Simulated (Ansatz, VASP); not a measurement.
Two plane-wave programs on Na2S

The input POSCAR:

```
Na2S
1.0
    0.0000000000      3.2554324741      3.2554324741
    3.2554324741      0.0000000000      3.2554324741
    3.2554324741      3.2554324741      0.0000000000
S Na
1 2
Direct
    0.0000000000      0.0000000000      0.0000000000
    0.2500000000      0.2500000000      0.2500000000
    0.7500000000      0.7500000000      0.7500000000
```

File INCAR.step1:

```
ALGO = Normal ; EDIFF = 1E-5
ENCUT = 400 ; GGA = PE
GGA_COMPAT = F ; ISIF = 2
ISMEAR = 1 ; LASPH = T
LCHARG = F ; LREAL = F
LWAVE = T ; NBANDS = 17
NELM = 120 ; PREC = Accurate
SIGMA = 0.05
```

File INCAR.step2:

```
ALGO = Normal ; EDIFF = 1E-6
ENCUT = 400 ; GGA = PE
GGA_COMPAT = F ; HFSCREEN = 0.2079
ISIF = 2 ; ISMEAR = 1
ISTART = 1 ; LASPH = T
LCHARG = F ; LHFCALC = T
LREAL = F ; LWAVE = F
NBANDS = 17 ; NELM = 120
PREC = Accurate ; PRECFOCK = Normal
SIGMA = 0.05
```

The input KPOINTS:

```
k-points
0
Gamma
  4 4 4
```

Input for Ansatz:

```yaml
crystal:
  lattice:
    - [0.0, 3.2554324741, 3.2554324741]
    - [3.2554324741, 0.0, 3.2554324741]
    - [3.2554324741, 3.2554324741, 0.0]
  atoms:
    - { symbol: S, position: [0.0, 0.0, 0.0] }
    - { symbol: Na, position: [0.25, 0.25, 0.25] }
    - { symbol: Na, position: [0.75, 0.75, 0.75] }
kpoints:
  mp_grid: { grid: [4, 4, 4] }
hamiltonian:
  xc: hse06
scf:
  occupations: { method: cold, width: 0.05 }
  n_extra_bands: 4
output:
  forces: true
  stress: true
  eigenvalues: true
```

Alike in both runs: task single point; functional HSE06; k mesh 4 × 4 × 4; no spin polarisation.

|  | VASP | Ansatz |
| --- | --- | --- |
| version | VASP 6.6.1 | Ansatz 0.2.0 |
| potentials or method | VASP PAW PBE potentials, release 64 (S, Na_pv) | plane waves |
| plane-wave cutoff (eV) | 400 | 420 |
| occupations | methfessel-paxton of order 1, width 0.05 eV | cold, width 0.05 eV |
| valence electrons in the cell | 20 | 24 |

Ansatz gave:

| Quantity | Value |
| --- | --- |
| gap on the k mesh at the Fermi level (eV) | 3.53 |
| pressure (GPa) | 0.2 |

Question: Which values does VASP return?

Answer: gap on the k mesh at the Fermi level (eV): 3.52; pressure (GPa): 0.0.

VASP's potentials hold 20 valence electrons a cell and Ansatz's 24, so a difference there can come from the potentials and not from the codes. Ansatz's warnings: stress exchange threshold loose, stress scf threshold loose.
